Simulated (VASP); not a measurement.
Set up this calculation in VASP 6.6.1, as the native input.

* Task: single point
* Functional: PBE exchange alone
* Potentials or basis: VASP PAW PBE potentials, release 64 (Te, Mo_sv)
* Cutoff: 520 eV
* k mesh: 4 × 8 × 2
* Occupations: fermi-dirac, width 0.05 eV
* Spin: no spin polarisation
* Dipole correction: no
* Further INCAR settings: ALGO = Normal; EDIFF = 1e-06; NBANDS = 64

The structure of Te2Mo lies in POSCAR:

```
Te2Mo
1.0
    6.3300000000      0.0000000000      0.0000000000
    0.0000000000      3.4690000000      0.0000000000
   -0.9467947088      0.0000000000     13.8276237937
Te Mo
8 4
Direct
    0.9437000000      0.7500000000      0.6045000000
    0.0563000000      0.2500000000      0.3955000000
    0.9030000000      0.2500000000      0.8514000000
    0.0970000000      0.7500000000      0.1486000000
    0.4112000000      0.7500000000      0.8955000000
    0.5888000000      0.2500000000      0.1045000000
    0.4432000000      0.2500000000      0.6484000000
    0.5568000000      0.7500000000      0.3516000000
    0.8167000000      0.7500000000      0.9926000000
    0.1833000000      0.2500000000      0.0074000000
    0.6819000000      0.2500000000      0.4934000000
    0.3181000000      0.7500000000      0.5066000000
```

The input as run:

INCAR

```
  PREC = Accurate
  ENCUT = 520
  EDIFF = 1E-6
  ISMEAR = -1
  SIGMA = 0.05
  LREAL = False
  LASPH = True
  NELM = 60
  ALGO = Normal
  ISIF = 2
  LWAVE = False
  LCHARG = False
  GGA = PE
  ALDAC = 0.0
  AGGAC = 0.0
  NBANDS = 64
```

KPOINTS

```
Automatic mesh
0
Gamma
  4 8 2
```

Potentials or basis: VASP PAW PBE potentials, release 64 (Te, Mo_sv).

The run is started by

```bash
$ cat potpaw_PBE.64/Te/POTCAR potpaw_PBE.64/Mo_sv/POTCAR > POTCAR
$ mpirun -np 1 vasp_std > vasp.out
```

It gave:

```yaml
Pressure: 16.4 GPa
Largest_force: 1.204 eV/Å
Band_gap_on_the_k_mesh: zero (band 52 reaches 9.89 eV, above the bottom of band 53 at 9.74 eV)
```

Caveat: spin-orbit coupling is left out, which moves the levels of the heavy elements; forces of over 1 eV/Å act on the atoms, so gaps and moduli don't describe the material at rest.

Wall time 18 min on 1 thread of Oxide Virtual Turin-like Processor, with other jobs on the host, peak memory 0.61 GiB.
